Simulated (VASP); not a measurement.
# BN (hexagonal boron nitride) (P6_3/mmc) in VASP: notebook, part 2 of 2

VASP 6.6.1.

## (3) Relaxation of cell and atoms, r2SCAN+rVV10

This run uses another cell than the first one, of 9.04 Å³/atom, 1.023 times its volume.

POSCAR

```
BN
1.0
    2.5040000000      0.0000000000      0.0000000000
   -1.2520000000      2.1685276111      0.0000000000
    0.0000000000      0.0000000000      6.6610000000
B N
2 2
Direct
    0.3333333333      0.6666666667      0.2500000000
    0.6666666667      0.3333333333      0.7500000000
    0.6666666667      0.3333333333      0.2500000000
    0.3333333333      0.6666666667      0.7500000000
```

INCAR.step1

```
SYSTEM = BN
PREC     = Accurate       ! precision mode
ENCUT    = 600            ! plane-wave cutoff, eV
ISMEAR   = 0              ! smearing method
SIGMA    = 0.01           ! smearing width, eV
LREAL    = .FALSE.        ! projectors in reciprocal space
LASPH    = .TRUE.         ! aspherical terms in the spheres
NELM     = 60             ! most SCF steps
GGA      = PE             ! functional
ALGO     = Normal         ! electronic algorithm
EDIFF    = 1E-4           ! SCF threshold, eV
LWAVE    = .TRUE.         ! write WAVECAR
LCHARG   = .FALSE.        ! write CHGCAR
```

INCAR.step2

```
SYSTEM = BN
PREC     = Accurate       ! precision mode
ENCUT    = 600            ! plane-wave cutoff, eV
EDIFF    = 1E-6           ! SCF threshold, eV
ISMEAR   = 0              ! smearing method
SIGMA    = 0.01           ! smearing width, eV
LREAL    = .FALSE.        ! projectors in reciprocal space
LASPH    = .TRUE.         ! aspherical terms in the spheres
NELM     = 60             ! most SCF steps
ALGO     = Normal         ! electronic algorithm
ISIF     = 3              ! what is computed and relaxed
LWAVE    = .FALSE.        ! write WAVECAR
LCHARG   = .FALSE.        ! write CHGCAR
METAGGA  = R2SCAN         ! meta-GGA
LMIXTAU  = .TRUE.       
LUSE_VDW = .TRUE.       
IVDW_NL  = 2            
BPARAM   = 11.95        
CPARAM   = 0.0093       
IBRION   = 2              ! ionic algorithm
NSW      = 80             ! ionic steps
EDIFFG   = -0.002         ! ionic threshold
ISTART   = 1
```

KPOINTS

```
Automatic mesh
0
G
  12 12 4
  0 0 0
```

Potentials or basis: VASP PAW PBE potentials, release 64 (B, N).

Run with:

```console
$ cat potpaw_PBE.64/B/POTCAR potpaw_PBE.64/N/POTCAR > POTCAR
$ cp INCAR.step1 INCAR
$ mpirun -np 1 vasp_std > vasp.out
$ cp INCAR.step2 INCAR
$ mpirun -np 1 vasp_std > vasp.out
```

OUTCAR:

```text
SYSTEM = BN
   PREC = Accurate
   ENCUT = 600
   EDIFF = 1E-6
   ISMEAR = 0
   LREAL = .FALSE.
   LASPH = .TRUE.
   NELM = 60
   ISIF = 3
   METAGGA = R2SCAN
   IVDW_NL = 2
   BPARAM = 11.95
   IBRION = 2
   NSW = 80
   EDIFFG = -0.002
   ISTART = 1

 ion  position               nearest neighbor table
   1  0.333  0.667  0.250-   3 1.45   3 1.45   3 1.45
   2  0.667  0.333  0.750-   4 1.45   4 1.45   4 1.45
   3  0.667  0.333  0.250-   1 1.45   1 1.45   1 1.45
   4  0.333  0.667  0.750-   2 1.45   2 1.45   2 1.45

  LATTYP: Found a hexagonal cell.
 ALAT       =     2.5040000000
 C/A-ratio  =     2.6601437700

  Lattice vectors:

 A1 = (   2.5040000000,   0.0000000000,   0.0000000000)
 A2 = (  -1.2520000000,   2.1685276111,   0.0000000000)
 A3 = (   0.0000000000,   0.0000000000,   6.6610000000)

Analysis of symmetry for initial positions (statically):
=====================================================================
 Subroutine PRICEL returns:
 Original cell was already a primitive cell.

 Routine SETGRP: Setting up the symmetry group for a
 hexagonal supercell.

 Subroutine GETGRP returns: Found 24 space group operations
 (whereof 12 operations were pure point group operations)
 out of a pool of 24 trial point group operations.

The static configuration has the point symmetry D_3d.
 The point group associated with its full space group is D_6h.

Analysis of symmetry for dynamics (positions and initial velocities):
=====================================================================
 Subroutine PRICEL returns:
 Original cell was already a primitive cell.

 Routine SETGRP: Setting up the symmetry group for a
 hexagonal supercell.

 Subroutine GETGRP returns: Found 24 space group operations
 (whereof 12 operations were pure point group operations)
 out of a pool of 24 trial point group operations.

The dynamic configuration has the point symmetry D_3d.
[... 154 lines left out ...]
  free energy    TOTEN  =       -38.24696997 eV

  energy without entropy =      -38.24696997  energy(sigma->0) =      -38.24696997

------------------------ aborting loop because EDIFF is reached ----------------------------------------

  FORCE on cell =-STRESS in cart. coord.  units (eV):
  Direction    XX          YY          ZZ          XY          YZ          ZX
  --------------------------------------------------------------------------------------
  -------------------------------------------------------------------------------------
  Total       -0.1685579     -0.1685579     -0.1997662      0.0000000     -0.0000000      0.0000000
  in kB       -7.4665667     -7.4665667     -8.8489927      0.0000000     -0.0000000      0.0000000
  external PRESSURE =      -7.9273754 kB  Pullay stress =       0.0000000 kB
[... 95 lines left out ...]
  FREE ENERGIE OF THE ION-ELECTRON SYSTEM (eV)
  ---------------------------------------------------
  free  energy   TOTEN  =       -38.2472987712 eV

  energy  without entropy=      -38.2472987712  energy(sigma->0) =      -38.24729877

[... ionic steps 4 to 12 ...]

--------------------------------------- Ionic step       13  -------------------------------------------

 number of electron      15.9999998 magnetization

------------------------ aborting loop because EDIFF is reached ----------------------------------------
[... 71 lines left out ...]
--------------------------------------- Ionic step       15  -------------------------------------------

 number of electron      15.9999998 magnetization

 Free energy of the ion-electron system (eV)
  ---------------------------------------------------
  ext. energy  EPLUGINS =         0.00000000
  ---------------------------------------------------
  free energy    TOTEN  =       -38.24979697 eV

  energy without entropy =      -38.24979697  energy(sigma->0) =      -38.24979697

 E-fermi :   2.2926     XC(G=0): -10.9747

 val. band max:        2.2320535856   @ k =   0.3333   0.2500   0.0000
 cond. band min:       7.0168392466   @ k =   0.5000   0.0000   0.0000
 fundamental gap:      4.7847856610
 Fermi energy:         2.2925757500

 k-point     1 :       0.0000    0.0000    0.0000
  band No.  band energies     occupation
      1     -16.6249      2.00000
      2     -16.2735      2.00000
      3      -4.3128      2.00000
      4      -1.8354      2.00000
      5       0.8598      2.00000
      6       0.8598      2.00000
      7       0.9096      2.00000
      8       0.9096      2.00000
      9       7.9151      0.00000
     10      13.5534      0.00000
     11      14.5054      0.00000
     12      14.5054      0.00000
[... 331 lines left out ...]
 k-point    24 :       0.3333    0.0000    0.2500
  band No.  band energies     occupation
      1     -14.5195      2.00000
      2     -14.3401      2.00000
      3      -4.9801      2.00000
      4      -4.9047      2.00000
      5      -1.4923      2.00000
      6      -1.4349      2.00000
      7      -1.1191      2.00000
      8       0.2973      2.00000
      9       9.6772      0.00000
     10      10.4053      0.00000
     11      11.9026      0.00000
     12      13.1598      0.00000

 [... further k-points ...]
[... 5 lines left out ...]
  --------------------------------------------------------------------------------------
  -------------------------------------------------------------------------------------
  Total       -0.0056952     -0.0056952      0.0051163     -0.0000000      0.0000000      0.0000000
  in kB       -0.2594982     -0.2594982      0.2331198     -0.0000000      0.0000000      0.0000000
  external PRESSURE =      -0.0952922 kB  Pullay stress =       0.0000000 kB
[... 19 lines left out ...]
  FREE ENERGIE OF THE ION-ELECTRON SYSTEM (eV)
  ---------------------------------------------------
  free  energy   TOTEN  =       -38.2497969676 eV

  energy  without entropy=      -38.2497969676  energy(sigma->0) =      -38.24979697

 reached required accuracy - stopping structural energy minimisation
```

Wall time 16 min (1 thread of Intel Xeon Platinum 8488C (Sapphire Rapids), shared host); peak memory 0.26 GiB.

What came out:

```
Free energy                            : -38.2498 eV
Relaxed volume                         : 8.79 Å³/atom
Relaxed cell                           : a = 2.502 Å, b = 2.502 Å, c = 6.484 Å, α = 90.00°, β = 90.00°, γ = 120.00°
Space group after relaxing (to 0.05 Å) : P6_3/mmc (No. 194)
Energy gained by relaxing              : 0.7 meV/atom
Ionic steps                            : 15
Pressure after relaxing                : 0.0 GPa
Band gap on the k mesh                 : 4.78 eV, indirect (least direct gap 5.19 eV)
```

The path:
| step | energy change (eV) | largest force (eV/Å) | pressure (GPa) | volume (Å³) |
| --- | --- | --- | --- | --- |
| 1 | 0.0000 | 0.0000 | -0.79 | 36.17 |
| 2 | -0.0001 | 0.0000 | 0.74 | 35.94 |
| 3 | -0.0003 | 0.0000 | 0.06 | 36.04 |
| 4 | -0.0009 | 0.0000 | 0.06 | 35.92 |
| 5 | -0.0023 | 0.0000 | 0.08 | 35.57 |
| 6 | -0.0025 | 0.0000 | 0.15 | 34.88 |
| 7 | -0.0028 | 0.0000 | 0.11 | 35.18 |
| 8 | -0.0028 | 0.0000 | 0.10 | 35.17 |
| 9 | -0.0027 | 0.0000 | 0.13 | 35.02 |
| 10 | -0.0028 | 0.0000 | 0.12 | 35.14 |
| 11 | -0.0027 | 0.0000 | -0.51 | 35.22 |
| 12 | -0.0028 | 0.0000 | 0.01 | 35.15 |
| 13 | -0.0028 | 0.0000 | 0.00 | 35.15 |
| 14 | -0.0028 | 0.0000 | 0.00 | 35.15 |
| 15 | -0.0028 | 0.0000 | -0.01 | 35.16 |

Final structure:
```yaml
crystal:
  lattice:
    - [2.50241, 0.00000, 0.00000]
    - [-1.25120, 2.16715, 0.00000]
    - [0.00000, 0.00000, 6.48397]
  atoms:
    - { symbol: B, position: [0.33333, 0.66667, 0.25000] }
    - { symbol: B, position: [0.66667, 0.33333, 0.75000] }
    - { symbol: N, position: [0.66667, 0.33333, 0.25000] }
    - { symbol: N, position: [0.33333, 0.66667, 0.75000] }
```

Caveat: the PAW data sets were made with another functional, which shifts forces and pressure a little.
